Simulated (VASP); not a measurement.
# Mg2ZnS3: single point with PBE

The system is Mg2ZnS3.

```
Mg Zn S
1.0
     4.16355    0.00000    0.00000
    -2.08178    3.60574    0.00000
     0.00000    0.00000    8.44772
Mg Zn S
2 1 3
Direct
  0.00000 0.00000 0.48814
  0.00000 0.00000 0.07175
  0.00000 0.00000 0.82198
  0.58406 0.00000 0.89352
  0.00000 0.58406 0.89352
  0.41594 0.41594 0.89352
```

```
Program             : VASP 6.6.1
Task                : single point
Functional          : PBE
Potentials or basis : VASP PAW PBE potentials, release 64 (Mg, Zn, S)
Cutoff              : 520 eV
k mesh              : 6 × 6 × 2
Occupations         : gaussian, width 0.1 eV
Spin                : no spin polarisation
```

The pressure is 54.0 GPa and the largest force is 16.700 eV/Å. The band gap on the k mesh is zero (band 17 reaches 4.96 eV, above the bottom of band 18 at 4.17 eV).

Forces on the atoms (eV/Å):
```
Mg    0.000   0.000  -0.701
Mg    0.000   0.000   8.134
Zn    0.000   0.000 -16.700
S    -7.372   0.000   3.089
S     3.686  -6.384   3.089
S     3.686   6.384   3.089
```

Stress tensor (GPa, compression positive):
```
68.25  0.00  0.00
 0.00 68.25  0.00
 0.00  0.00 25.38
```

Levels at points of the mesh, in eV from the Fermi level:
```
           k point  band 14  band 15  band 16  band 17  band 18  band 19  band 20  band 21
(0.00, 0.00, 0.00)    -3.96    -2.57    -2.57    -0.65    -0.04     2.94     2.94     3.13
(0.50, 0.00, 0.00)    -3.54    -2.63    -2.50    -1.76    -0.40     0.04     1.68     2.34
(0.00, 0.00, 0.50)    -3.41    -2.57    -2.57    -2.44     2.32     2.91     2.91     3.12
(0.50, 0.00, 0.50)    -3.54    -2.63    -2.50    -1.37    -0.31     0.00     1.15     1.15
```

It took 44 s on 1 thread of Intel(R) Xeon(R) Platinum 8124M CPU @ 3.00GHz (Skylake/Cascade Lake), on a shared host, peak memory 0.26 GiB.

Caveat: the k points lie up to 0.37 Å⁻¹ apart; forces of over 1 eV/Å act on the atoms, so gaps and moduli don't describe the material at rest.
